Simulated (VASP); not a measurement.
# CoW4 (P6_3/mmc) in VASP: single point with PBE

Aim: the single point of CoW4 with PBE.

Program: VASP 6.6.1. These are calculated values, not measurements. Logs are shortened: lines on timing, memory, paths and dates and some standing lists are left out, and cuts for length are marked.

## Step 1: The cell of the first run

The structure is hexagonal, space group P6_3/mmc (No. 194). The conventional cell has a = 2.767 Å, b = 2.767 Å, c = 23.180 Å, α = 90.00°, β = 90.00°, γ = 120.00°. Within 3.5 Å of Co (site symmetry -6m2) lie 6 W at 2.62 Å and 6 Co at 2.77 Å. Within 3.6 Å of W (site symmetry 3m) lie 12 W at 2.77 to 2.96 Å. W (site symmetry 3m) has 3 Co at 2.62 Å and 9 W at 2.77 to 2.94 Å within 3.5 Å.

## Step 2: Single point, PBE, collinear spin, antiferromagnetic start

Contents of INCAR:

```
SYSTEM = CoW4
ALGO = Normal
EDIFF = 1E-7
ENCUT = 520
GGA = PE
ISIF = 2
ISMEAR = 0
ISPIN = 2
LASPH = .True.
LCHARG = .True.
LELF = .True.
LMAXMIX = 4
LORBIT = 11
LREAL = .False.
LVHAR = .True.
LWAVE = .False.
MAGMOM = 3 -3 0 0 0 0 0 0 0 0
NBANDS = 80
NELM = 150
PREC = Accurate
SIGMA = 0.1
```

Contents of KPOINTS:

```
k-points
0
Gamma
  6 6 1
  0 0 0
```

Contents of POSCAR:

```
CoW4
1.0
    2.7668437324      0.0000000000      0.0000000000
   -1.3834218662      2.3961569606      0.0000000000
    0.0000000000      0.0000000000     23.1803453390
Co W
2 8
Direct
    0.3333333333      0.6666666667      0.7500000000
    0.6666666667      0.3333333333      0.2500000000
    0.3333333333      0.6666666667      0.9463068001
    0.3333333333      0.6666666667      0.1602634607
    0.3333333333      0.6666666667      0.3397365393
    0.3333333333      0.6666666667      0.5536931999
    0.6666666667      0.3333333333      0.8397367757
    0.6666666667      0.3333333333      0.0536933579
    0.6666666667      0.3333333333      0.4463066421
    0.6666666667      0.3333333333      0.6602632243
```

Potentials or basis: VASP PAW PBE potentials, release 64 (Co, W_sv).

Launch:

```sh
> cat potpaw_PBE.64/Co/POTCAR potpaw_PBE.64/W_sv/POTCAR > POTCAR
> mpirun -np 1 vasp_std > vasp.out
```

OUTCAR:

```text
SYSTEM = CoW4
   EDIFF = 1E-7
   ENCUT = 520
   GGA = PE
   ISIF = 2
   ISMEAR = 0
   ISPIN = 2
   LASPH = .True.
   LORBIT = 11
   LREAL = .False.
   NELM = 150
   PREC = Accurate

 ion  position               nearest neighbor table
   1  0.333  0.667  0.750-   7 2.62  10 2.62   7 2.62  10 2.62   7 2.62  10 2.62
   2  0.667  0.333  0.250-   4 2.62   5 2.62   4 2.62   5 2.62   4 2.62   5 2.62
   3  0.333  0.667  0.946-   7 2.94   7 2.94   7 2.94   8 2.96   8 2.96   8 2.96
   4  0.333  0.667  0.160-   2 2.62   2 2.62   2 2.62   8 2.94   8 2.94   8 2.94
   5  0.333  0.667  0.340-   2 2.62   2 2.62   2 2.62   9 2.94   9 2.94   9 2.94
   6  0.333  0.667  0.554-  10 2.94  10 2.94  10 2.94   9 2.96   9 2.96   9 2.96
   7  0.667  0.333  0.840-   1 2.62   1 2.62   1 2.62   3 2.94   3 2.94   3 2.94
   8  0.667  0.333  0.054-   4 2.94   4 2.94   4 2.94   3 2.96   3 2.96   3 2.96
   9  0.667  0.333  0.446-   5 2.94   5 2.94   5 2.94   6 2.96   6 2.96   6 2.96
  10  0.667  0.333  0.660-   1 2.62   1 2.62   1 2.62   6 2.94   6 2.94   6 2.94

  LATTYP: Found a hexagonal cell.
 ALAT       =     2.7668437324
 C/A-ratio  =     8.3779018914

  Lattice vectors:

 A1 = (   2.7668437324,   0.0000000000,   0.0000000000)
 A2 = (  -1.3834218662,   2.3961569606,   0.0000000000)
 A3 = (   0.0000000000,   0.0000000000,  23.1803453390)

Analysis of symmetry for initial positions (statically):
=====================================================================
 Subroutine PRICEL returns:
 Original cell was already a primitive cell.

 Routine SETGRP: Setting up the symmetry group for a
 hexagonal supercell.

 Subroutine GETGRP returns: Found 24 space group operations
 (whereof 12 operations were pure point group operations)
 out of a pool of 24 trial point group operations.

The static configuration has the point symmetry D_3d.
 The point group associated with its full space group is D_6h.

Analysis of symmetry for dynamics (positions and initial velocities):
=====================================================================
 Subroutine PRICEL returns:
 Original cell was already a primitive cell.

 Routine SETGRP: Setting up the symmetry group for a
 hexagonal supercell.

 Subroutine GETGRP returns: Found 24 space group operations
 (whereof 12 operations were pure point group operations)
 out of a pool of 24 trial point group operations.

The dynamic configuration has the point symmetry D_3d.
 The point group associated with its full space group is D_6h.
[... 160 lines left out ...]

  energy without entropy =     -113.73379674  energy(sigma->0) =     -113.75665290

 E-fermi :  10.3907     XC(G=0): -13.3930

 val. band max:       10.3656518119   @ k =   0.3333   0.0000   0.0000
 cond. band min:      10.4219567158   @ k =   0.3333   0.3333   0.0000
 fundamental gap:      0.0563049039
 Fermi energy:        10.3906530546

 spin component 1

 k-point     1 :       0.0000    0.0000    0.0000
  band No.  band energies     occupation
      1     -63.3925      1.00000
      2     -63.3924      1.00000
      3     -63.3610      1.00000
      4     -63.3609      1.00000
      5     -63.2996      1.00000
      6     -63.2994      1.00000
[... 549 lines left out ...]
     76      13.1052      0.00000
     77      13.6799      0.00000
 Fermi energy:        10.3906530546

 spin component 2

 k-point     1 :       0.0000    0.0000    0.0000
  band No.  band energies     occupation
      1     -63.3924      1.00000
      2     -63.3924      1.00000
      3     -63.3611      1.00000
      4     -63.3610      1.00000
      5     -63.2997      1.00000
      6     -63.2995      1.00000
[... 549 lines left out ...]
     76      13.1052      0.00000
     77      13.6789      0.00000
 [bands above 77 left out]

------------------------ aborting loop because EDIFF is reached ----------------------------------------

  FORCE on cell =-STRESS in cart. coord.  units (eV):
  Direction    XX          YY          ZZ          XY          YZ          ZX
  --------------------------------------------------------------------------------------
  -------------------------------------------------------------------------------------
  Total        0.5030476      0.5030476      0.0944739      0.0000000      0.0000000      0.0000000
  in kB        5.2444492      5.2444492      0.9849234      0.0000000      0.0000000      0.0000000
  external PRESSURE =       3.8246073 kB  Pullay stress =       0.0000000 kB

 VOLUME and BASIS-vectors are now :
 -----------------------------------------------------------------------------
  energy-cutoff  :      520.00
  volume of cell :      153.68
      direct lattice vectors                 reciprocal lattice vectors
     2.766843732  0.000000000  0.000000000     0.361422652  0.208667466  0.000000000
    -1.383421866  2.396156961  0.000000000     0.000000000  0.417334931  0.000000000
     0.000000000  0.000000000 23.180345339     0.000000000  0.000000000  0.043139996

 POSITION                                       TOTAL-FORCE (eV/Angst)
 -----------------------------------------------------------------------------------
     -0.00000      1.59744     17.38526        -0.000000      0.000000      0.000000
      1.38342      0.79872      5.79509        -0.000000     -0.000000      0.000000
     -0.00000      1.59744     21.93572        -0.000000      0.000000      0.000133
     -0.00000      1.59744      3.71496        -0.000000     -0.000000      0.015396
     -0.00000      1.59744      7.87521         0.000000     -0.000000     -0.015396
     -0.00000      1.59744     12.83480        -0.000000      0.000000     -0.000133
      1.38342      0.79872     19.46539        -0.000000      0.000000     -0.015396
      1.38342      0.79872      1.24463         0.000000     -0.000000     -0.000133
      1.38342      0.79872     10.34554         0.000000     -0.000000      0.000133
      1.38342      0.79872     15.30513        -0.000000      0.000000      0.015396
 -----------------------------------------------------------------------------------
    total drift:                               -0.000000      0.000000     -0.000000

  FREE ENERGIE OF THE ION-ELECTRON SYSTEM (eV)
  ---------------------------------------------------
  free  energy   TOTEN  =      -113.7795090622 eV

  energy  without entropy=     -113.7337967405  energy(sigma->0) =     -113.75665290

 total charge

# of ion       s       p       d       tot
------------------------------------------
    1        0.458   0.493   7.310   8.262
    2        0.458   0.493   7.310   8.262
    3        2.409   6.323   3.303  12.036
    4        2.419   6.315   3.333  12.067
    5        2.419   6.315   3.333  12.067
    6        2.409   6.323   3.303  12.036
    7        2.419   6.315   3.333  12.067
    8        2.409   6.323   3.303  12.036
    9        2.409   6.323   3.303  12.036
   10        2.419   6.315   3.333  12.067
--------------------------------------------------
tot         20.230  51.542  41.163 112.935

 magnetization (x)

# of ion       s       p       d       tot
------------------------------------------
    1       -0.002  -0.003   0.230   0.226
    2        0.002   0.003  -0.230  -0.226
    3       -0.000  -0.001  -0.008  -0.009
    4       -0.000  -0.001  -0.000  -0.001
    5       -0.000  -0.001  -0.000  -0.001
    6       -0.000  -0.001  -0.008  -0.009
    7        0.000   0.001   0.000   0.001
    8        0.000   0.001   0.008   0.009
    9        0.000   0.001   0.008   0.009
   10        0.000   0.001   0.000   0.001
--------------------------------------------------
tot          0.000   0.000   0.000   0.000
```

OSZICAR:

```text
N       E                     dE             d eps       ncg     rms          rms(c)
DAV:   1     0.185601713968E+04    0.18560E+04   -0.70439E+04  2240   0.197E+03
[... 24 lines left out ...]
DAV:  26    -0.113779518814E+03    0.71777E-04   -0.10153E-04  3008   0.590E-02    0.445E-02
DAV:  27    -0.113779522018E+03   -0.32035E-05   -0.24366E-05  2920   0.264E-02    0.459E-02
DAV:  28    -0.113779515946E+03    0.60717E-05   -0.51460E-06  2712   0.124E-02    0.342E-02
DAV:  29    -0.113779510397E+03    0.55496E-05   -0.57455E-06  2776   0.138E-02    0.163E-02
DAV:  30    -0.113779509353E+03    0.10436E-05   -0.16748E-06  2536   0.649E-03    0.900E-03
DAV:  31    -0.113779509103E+03    0.25052E-06   -0.50331E-07  2248   0.451E-03    0.385E-03
DAV:  32    -0.113779509062E+03    0.40487E-07   -0.20479E-07  1608   0.246E-03
   1 F= -.11377951E+03 E0= -.11375665E+03  d E =-.457123E-01  mag=     0.0000
```

Run time: 16 min. Hardware: 1 thread of Oxide Virtual Turin-like, shared host; peak memory 0.42 GiB.

What came out:

- Free energy: -113.7795 eV
- Pressure: 0.4 GPa
- Largest force: 0.015 eV/Å
- Band gap on the k mesh: zero (filled and empty bands overlap)
- Net moment: 0.00 μB per cell
- Site moments: Co +0.23, -0.23; W -0.01, -0.00, +0.00, +0.01 μB
- Valence electrons inside the program's atomic spheres: Co 8.26; W 12.04, 12.07

Forces in eV/Å, atoms in the order of the input:
```
Co   0.000  0.000  0.000
Co   0.000  0.000  0.000
W    0.000  0.000  0.000
W    0.000  0.000  0.015
W    0.000  0.000 -0.015
W    0.000  0.000  0.000
W    0.000  0.000 -0.015
W    0.000  0.000  0.000
W    0.000  0.000  0.000
W    0.000  0.000  0.015
```

Levels at points of the mesh, in eV from the Fermi level:
Spin up:
```csv
k point,band 63,band 64,band 65,band 66,band 67,band 68,band 69,band 70
"(0.00, 0.00, 0.00)",-0.35,-0.35,-0.13,-0.13,-0.12,-0.12,0.08,0.08
"(0.50, 0.00, 0.00)",0.38,0.42,0.60,0.95,1.06,1.39,1.63,1.94
```
Spin down:
| k point | band 63 | band 64 | band 65 | band 66 | band 67 | band 68 | band 69 | band 70 |
| --- | --- | --- | --- | --- | --- | --- | --- | --- |
| (0.00, 0.00, 0.00) | -0.35 | -0.35 | -0.13 | -0.13 | -0.12 | -0.12 | 0.08 | 0.08 |
| (0.50, 0.00, 0.00) | 0.38 | 0.42 | 0.60 | 0.95 | 1.06 | 1.39 | 1.63 | 1.94 |

Caveat: the k points lie up to 0.44 Å⁻¹ apart; spin-orbit coupling is left out, which moves the levels of the heavy elements.
